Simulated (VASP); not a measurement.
Pt, 1 atom in the cell. It takes space group R-3m (No. 166, trigonal). The conventional cell has a = 3.366 Å, b = 3.366 Å, c = 4.558 Å, α = 90.00°, β = 90.00°, γ = 120.00°. Pt (site symmetry -3m) has 12 Pt at 2.47 to 3.37 Å within 3.4 Å. 

- Program: VASP 6.6.1
- Task: single point
- Functional: LDA
- Potentials or basis: VASP PAW LDA potentials, release 64 (Pt)
- Cutoff: 520 eV
- k mesh: 22 × 22 × 22
- Occupations: gaussian, width 0.15 eV
- Spin: no spin polarisation
- Dipole correction: no
- Further INCAR settings: ALGO = Fast; EDIFF = 1e-07; NBANDS = 11

Potentials or basis: VASP PAW LDA potentials, release 64 (Pt).

The run is started by

```bash
$ cat potpaw_LDA.64/Pt/POTCAR > POTCAR
$ mpirun -np 1 vasp_std > vasp.out
```

Hardware: 1 thread of Intel(R) Xeon(R) 6975P-C (Granite Rapids) (shared host).

Problem. How long does it take, and how much memory?

Solution. Wall time 68 s on 1 thread of Intel(R) Xeon(R) 6975P-C (Granite Rapids), with other jobs on the host, peak memory 0.26 GiB. Counts: scf iterations 18, k points 1024.
